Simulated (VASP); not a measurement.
Input of a VASP 6.6.1 run:

File INCAR:

```
  PREC = Accurate
  ENCUT = 520
  EDIFF = 1E-6
  ISMEAR = 0
  SIGMA = 0.1
  LREAL = False
  LASPH = True
  NELM = 80
  ALGO = Normal
  ISIF = 2
  LWAVE = False
  LCHARG = True
  GGA = PE
  LELF = True
  LVHAR = True
  NBANDS = 30
```

The input KPOINTS:

```
Automatic mesh
0
Gamma
  4 4 4
```

The input POSCAR:

```
In3Se
1.0
    4.8060661956      0.0000000000      0.0000000000
    0.0000000000      4.8060661956      0.0000000000
    0.0000000000      0.0000000000      4.8060661956
In Se
3 1
Direct
    0.0000000000      0.5000000000      0.5000000000
    0.5000000000      0.0000000000      0.5000000000
    0.5000000000      0.5000000000      0.0000000000
    0.0000000000      0.0000000000      0.0000000000
```

Potentials or basis: VASP PAW PBE potentials, release 64 (In_d, Se).

Launch:

```sh
$ cat potpaw_PBE.64/In_d/POTCAR potpaw_PBE.64/Se/POTCAR > POTCAR
$ mpirun -np 1 vasp_std > vasp.out
```

**Question.** Estimate the pressure.

**Answer.** -0.2 GPa.

**Question.** Estimate the band gap on the k mesh.

**Answer.** Zero (an odd number of electrons rules out a gap without spin polarisation).

Caveat: spin-orbit coupling is left out, which moves the levels of the heavy elements.
